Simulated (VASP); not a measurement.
A run of VASP 6.6.1:

File INCAR:

```
PREC = Accurate
ENCUT = 520
EDIFF = 1E-6
ISMEAR = 0
SIGMA = 0.15
LREAL = F
LASPH = T
NELM = 100
ALGO = Normal
ISIF = 2
LWAVE = F
LCHARG = T
GGA = PE
LELF = T
LVHAR = T
NBANDS = 15
```

File KPOINTS:

```
Automatic mesh
0
Gamma
  26 26 26
```

File POSCAR:

```
TiC
1.0
    0.0000000000      2.1315124848      2.2380881091
    2.1315124848      0.0000000000      2.2380881091
    2.1315124848      2.1315124848      0.0000000000
Ti C
1 1
Direct
    0.0000000000      0.0000000000      0.0000000000
    0.5000000000      0.5000000000      0.5000000000
```

Potentials or basis: VASP PAW PBE potentials, release 64 (Ti_sv, C).

Run with:

```sh
$ cat potpaw_PBE.64/Ti_sv/POTCAR potpaw_PBE.64/C/POTCAR > POTCAR
$ mpirun -np 1 vasp_std > vasp.out
```

Hardware: 1 thread of Intel(R) Xeon(R) Platinum 8488C (Sapphire Rapids), on a shared host.

Estimate the wall time of this run.

It took 3.1 min on 1 thread of Intel(R) Xeon(R) Platinum 8488C (Sapphire Rapids), on a shared host, peak memory 0.49 GiB. Counts: scf iterations 14, k points 1330.
